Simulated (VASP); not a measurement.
# AgBr (Fm-3m) in VASP: single point with PBE

Aim: the single point of AgBr with PBE.

Everything below comes from runs of VASP 6.6.1. Logs are shortened: lines on timing, memory, paths and dates and some standing lists are left out, and cuts for length are marked.

### Step 1. The cell of the first run

The structure is cubic, space group Fm-3m (No. 225). Conventional cell: a = 5.840 Å, b = 5.840 Å, c = 5.840 Å, α = 90.00°, β = 90.00°, γ = 90.00°. Within 3.8 Å of Ag (site symmetry m-3m) lie 6 Br at 2.92 Å. Br (site symmetry m-3m) has 6 Ag at 2.92 Å within 3.8 Å.

### Step 2. Single point, PBE

Input file INCAR:

```
SYSTEM = AgBr
PREC = Accurate ; ENCUT = 630
EDIFF = 1E-6 ; ISMEAR = -1
SIGMA = 0.02 ; LREAL = .FALSE.
LASPH = .TRUE. ; NELM = 120
ALGO = Normal ; ISIF = 2
LWAVE = .FALSE. ; LCHARG = .TRUE.
GGA = PE ; LELF = .TRUE.
LVHAR = .TRUE. ; NBANDS = 20
GGA_COMPAT = .FALSE.
```

Input file KPOINTS:

```
regular mesh
0
G
  8 8 8
  0 0 0
```

Input file POSCAR:

```
AgBr
1.0
    0.0000000000      2.9200236241      2.9200236241
    2.9200236241      0.0000000000      2.9200236241
    2.9200236241      2.9200236241      0.0000000000
Ag Br
1 1
Direct
    0.0000000000      0.0000000000      0.0000000000
    0.5000000000      0.5000000000      0.5000000000
```

Potentials or basis: VASP PAW PBE potentials, release 64 (Ag_sv_GW, Br).

Run with:

```
cat potpaw_PBE.64/Ag_sv_GW/POTCAR potpaw_PBE.64/Br/POTCAR > POTCAR
mpirun -np 1 vasp_std > vasp.out
```

OUTCAR:

```text
SYSTEM = AgBr
   PREC = Accurate
   ENCUT = 630
   EDIFF = 1E-6
   ISMEAR = -1
   LREAL = .FALSE.
   LASPH = .TRUE.
   NELM = 120
   ISIF = 2
   GGA = PE

 ion  position               nearest neighbor table
   1  0.000  0.000  0.000-
   2  0.500  0.500  0.500-

  LATTYP: Found a face centered cubic cell.
 ALAT       =     5.8400472482

  Lattice vectors:

 A1 = (   0.0000000000,   2.9200236241,   2.9200236241)
 A2 = (   2.9200236241,   0.0000000000,   2.9200236241)
 A3 = (   2.9200236241,   2.9200236241,   0.0000000000)

Analysis of symmetry for initial positions (statically):
=====================================================================
 Subroutine PRICEL returns:
 Original cell was already a primitive cell.

 Routine SETGRP: Setting up the symmetry group for a
 face centered cubic supercell.

 Subroutine GETGRP returns: Found 48 space group operations
 (whereof 48 operations were pure point group operations)
 out of a pool of 48 trial point group operations.

The static configuration has the point symmetry O_h .

Analysis of symmetry for dynamics (positions and initial velocities):
=====================================================================
 Subroutine PRICEL returns:
 Original cell was already a primitive cell.

 Routine SETGRP: Setting up the symmetry group for a
 face centered cubic supercell.

 Subroutine GETGRP returns: Found 48 space group operations
 (whereof 48 operations were pure point group operations)
 out of a pool of 48 trial point group operations.

The dynamic configuration has the point symmetry O_h .

 Subroutine INISYM returns: Found 48 space group operations
 (whereof 48 operations are pure point group operations),
 and found     1 'primitive' translations

----------------------------------------------------------------------------------------

                                     Primitive cell

  volume of cell :      49.7954

  direct lattice vectors                    reciprocal lattice vectors
     0.000000000  2.920023624  2.920023624    -0.171231491  0.171231491  0.171231491
     2.920023624  0.000000000  2.920023624     0.171231491 -0.171231491  0.171231491
     2.920023624  2.920023624  0.000000000     0.171231491  0.171231491 -0.171231491

  length of vectors
     4.129537012  4.129537012  4.129537012     0.296581643  0.296581643  0.296581643

  position of ions in fractional coordinates (direct lattice)
     0.000000000  0.000000000  0.000000000
     0.500000000  0.500000000  0.500000000

  ion indices of the primitive-cell ions
   primitive index   ion index
                 1           1
                 2           2

----------------------------------------------------------------------------------------

 KPOINTS: regular mesh

Automatic generation of k-mesh.
 Grid dimensions read from file:
 generate k-points for:    8    8    8

 Generating k-lattice:

  Cartesian coordinates                     Fractional coordinates (reciprocal lattice)
    -0.021403936  0.021403936  0.021403936     0.125000000  0.000000000  0.000000000
     0.021403936 -0.021403936  0.021403936     0.000000000  0.125000000  0.000000000
     0.021403936  0.021403936 -0.021403936     0.000000000  0.000000000  0.125000000

  Length of vectors
     0.037072705  0.037072705  0.037072705

  Shift w.r.t. Gamma in fractional coordinates (k-lattice)
     0.000000000  0.000000000  0.000000000

 Subroutine IBZKPT returns following result:
 ===========================================

 Found     29 irreducible k-points:

 Following reciprocal coordinates:
            Coordinates               Weight
  0.000000  0.000000  0.000000      1.000000
  0.125000  0.000000  0.000000      8.000000
  0.250000  0.000000  0.000000      8.000000
  0.375000  0.000000  0.000000      8.000000
  0.500000  0.000000  0.000000      4.000000
  0.125000  0.125000  0.000000      6.000000
[... 16 lines left out ...]
  0.500000  0.250000  0.125000     48.000000
 -0.375000  0.250000  0.125000     24.000000
 [... further k-points ...]
   k-points           NKPTS =     29   k-points in BZ     NKDIM =     29   number of bands    NBANDS=     20
   number of dos      NEDOS =    301   number of ions     NIONS =      2
   total plane-waves  NPLWV =  46656
   dimension x,y,z NGX =    36 NGY =   36 NGZ =   36
   dimension x,y,z NGXF=    72 NGYF=   72 NGZF=   72
   ions per type =               1   1
   NGX,Y,Z   is equivalent  to a cutoff of  14.49, 14.49, 14.49 a.u.
   NGXF,Y,Z  is equivalent  to a cutoff of  28.99, 28.99, 28.99 a.u.
 SYSTEM =  AgBr
   PREC   = accura    normal or accurate (medium, high low for compatibility)
   ISTART =      0    job   : 0-new  1-cont  2-samecut
   ICHARG =      2    charge: 1-file 2-atom 10-const
   ISPIN  =      1    spin polarized calculation?
   LNONCOLLINEAR =      F non collinear calculations
   LSORBIT =      F    spin-orbit coupling
   LASPH  =      T    aspherical Exc in radial PAW
   ENCUT  =  630.0 eV  46.30 Ry    6.80 a.u.   8.45  8.45  8.45*2*pi/ulx,y,z
   NELM   =    120;   NELMIN=  2; NELMDL= -5     # of ELM steps
   EDIFF  = 0.1E-05   stopping-criterion for ELM
   LREAL  =      F    real-space projection
   EDIFFG = 0.1E-04   stopping-criterion for IOM
   NSW    =      0    number of steps for IOM
   IBRION =     -1    ionic relax: 0-MD 1-quasi-New 2-CG
   NFREE  =      0    steps in history (QN), initial steepest desc. (CG)
   ISIF   =      2    stress and relaxation
   ISYM   =      2    0-nonsym 1-usesym 2-fastsym
   POTIM  = 0.5000    time-step for ionic-motion
   TEBEG  =    0.0;   TEEND  =   0.0 temperature during run
   PSTRESS=    0.0 pullay stress
   NELECT =      26.0000    total number of electrons
   NUPDOWN=      -1.0000    fix difference up-down
   EMIN   =  10.00;   EMAX   =-10.00  energy-range for DOS
   EFERMI =   0.00;   METHOD = LEGACY
   ISMEAR =    -1;   SIGMA  =   0.02  broadening in eV -4-tet -1-fermi 0-gaus
   EFERMI_NEDOS =   21; number of points for ismear=-14 and -15
   IALGO  =     38    algorithm
   IMIX   =      4    mixing-type and parameters
     AMIX     =   0.40;   BMIX     =  1.00
     AMIX_MAG =   1.60;   BMIX_MAG =  1.00
  volume/ion in A,a.u.               =      24.90       168.02
  Fermi-wavevector in a.u.,A,eV,Ry     =   1.318266  2.491161 23.644533  1.737824
  Thomas-Fermi vector in A             =   2.448248
   LORBIT       =      0    0 simple, 1 ext, 2 COOP (PROOUT), +10 PAW based schemes
   GGA     = PE    functional components
   LHFCALC =     F    Hartree Fock is set to
   AEXX    =    0.0000 exact exchange contribution
   IVDW    =     0    specifies the selected vdW correction
   LEPSILON=     F    determine dielectric tensor
   LRPA    =     F    only Hartree local field effects (RPA)
 non-spin polarized calculation
  energy-cutoff  :      630.00
  volume of cell :       49.80
 maximum number of plane-waves:      1812
 NGX is ok and might be reduce to    36
   NGX = 17   NGY = 17   NGZ = 17

 number of electron      25.9999994 magnetization

 Free energy of the ion-electron system (eV)
  ---------------------------------------------------
  ext. energy  EPLUGINS =         0.00000000
  ---------------------------------------------------
  free energy    TOTEN  =        -2.93992978 eV

  energy without entropy =       -2.93992978  energy(sigma->0) =       -2.93992978

 E-fermi :   2.9682     XC(G=0):  -9.7018

 val. band max:        2.6021645393   @ k =   0.5000   0.0000   0.0000
 cond. band min:       3.2890561698   @ k =   0.0000   0.0000   0.0000
 fundamental gap:      0.6868916305
 Fermi energy:         2.9682360211

 k-point     1 :       0.0000    0.0000    0.0000
  band No.  band energies     occupation
      1     -87.3504      2.00000
      2     -50.8727      2.00000
      3     -50.8727      2.00000
      4     -50.8727      2.00000
      5     -12.1565      2.00000
      6       0.0140      2.00000
[... 12 lines left out ...]
     19      14.1822      0.00000
     20      14.1822      0.00000

 k-point     2 :       0.1250    0.0000    0.0000
  band No.  band energies     occupation
      1     -87.3504      2.00000
      2     -50.8729      2.00000
      3     -50.8728      2.00000
      4     -50.8728      2.00000
      5     -12.1040      2.00000
      6      -0.3473      2.00000
[... 12 lines left out ...]
     19      13.4550      0.00000
     20      13.8340      0.00000

 k-point     3 :       0.2500    0.0000    0.0000
  band No.  band energies     occupation
      1     -87.3504      2.00000
      2     -50.8733      2.00000
      3     -50.8728      2.00000
      4     -50.8728      2.00000
      5     -11.9724      2.00000
      6      -1.2197      2.00000
[... 12 lines left out ...]
     19      13.9218      0.00000
     20      13.9218      0.00000

 k-point     4 :       0.3750    0.0000    0.0000
  band No.  band energies     occupation
      1     -87.3504      2.00000
      2     -50.8738      2.00000
      3     -50.8729      2.00000
      4     -50.8729      2.00000
      5     -11.8330      2.00000
      6      -1.9732      2.00000
[... 12 lines left out ...]
     19      14.9622      0.00000
     20      14.9622      0.00000

 k-point     5 :       0.5000    0.0000    0.0000
  band No.  band energies     occupation
      1     -87.3504      2.00000
      2     -50.8740      2.00000
      3     -50.8729      2.00000
      4     -50.8729      2.00000
      5     -11.7726      2.00000
      6      -2.2502      2.00000
[... 12 lines left out ...]
     19      15.7473      0.00000
     20      15.7473      0.00000
[... 353 lines left out ...]
      6      -1.3054      2.00000
[... 12 lines left out ...]
     19      17.3876      0.00000
     20      17.4090      0.00000

 k-point    22 :       0.3750    0.2500    0.1250
  band No.  band energies     occupation
      1     -87.3504      2.00000
      2     -50.8734      2.00000
      3     -50.8730      2.00000
      4     -50.8729      2.00000
      5     -11.8896      2.00000
      6      -1.5957      2.00000
[... 12 lines left out ...]
     19      15.9201      0.00000
     20      16.4308      0.00000

 k-point    23 :       0.5000    0.2500    0.1250
  band No.  band energies     occupation
      1     -87.3504      2.00000
      2     -50.8737      2.00000
      3     -50.8732      2.00000
      4     -50.8730      2.00000
      5     -11.7883      2.00000
      6      -1.7883      2.00000
[... 12 lines left out ...]
     19      16.2125      0.00000
     20      16.4496      0.00000

 k-point    24 :      -0.3750    0.2500    0.1250
  band No.  band energies     occupation
      1     -87.3504      2.00000
      2     -50.8738      2.00000
      3     -50.8732      2.00000
      4     -50.8730      2.00000
      5     -11.7452      2.00000
      6      -1.8461      2.00000
[... 12 lines left out ...]
     19      15.0382      0.00000
     20      16.7599      0.00000

 [... further k-points ...]
[... 5 lines left out ...]
  --------------------------------------------------------------------------------------
  -------------------------------------------------------------------------------------
  Total       -0.0153263     -0.0153263     -0.0153263      0.0000000     -0.0000000      0.0000000
  in kB       -0.4931280     -0.4931280     -0.4931280      0.0000000     -0.0000000      0.0000000
  external PRESSURE =      -0.4931280 kB  Pullay stress =       0.0000000 kB

 VOLUME and BASIS-vectors are now :
 -----------------------------------------------------------------------------
  energy-cutoff  :      630.00
  volume of cell :       49.80
      direct lattice vectors                 reciprocal lattice vectors
     0.000000000  2.920023624  2.920023624    -0.171231491  0.171231491  0.171231491
     2.920023624  0.000000000  2.920023624     0.171231491 -0.171231491  0.171231491
     2.920023624  2.920023624  0.000000000     0.171231491  0.171231491 -0.171231491

 POSITION                                       TOTAL-FORCE (eV/Angst)
 -----------------------------------------------------------------------------------
      0.00000      0.00000      0.00000         0.000000     -0.000000      0.000000
      2.92002      2.92002      2.92002        -0.000000      0.000000     -0.000000
 -----------------------------------------------------------------------------------
    total drift:                               -0.000000      0.000000      0.000000

  FREE ENERGIE OF THE ION-ELECTRON SYSTEM (eV)
  ---------------------------------------------------
  free  energy   TOTEN  =        -2.9399297811 eV

  energy  without entropy=       -2.9399297808  energy(sigma->0) =       -2.93992978
```

Wall time 35 s (1 thread of AMD EPYC 7R13 (Zen 3), shared host); peak memory 0.21 GiB.

Results:

* Free energy: -2.9399 eV
* Pressure: 0.0 GPa
* Band gap on the k mesh: 0.69 eV (least direct gap 2.44 eV)

Caveat: semilocal functionals underestimate gaps, and a narrow one can read as zero. A k mesh can miss the band edges.
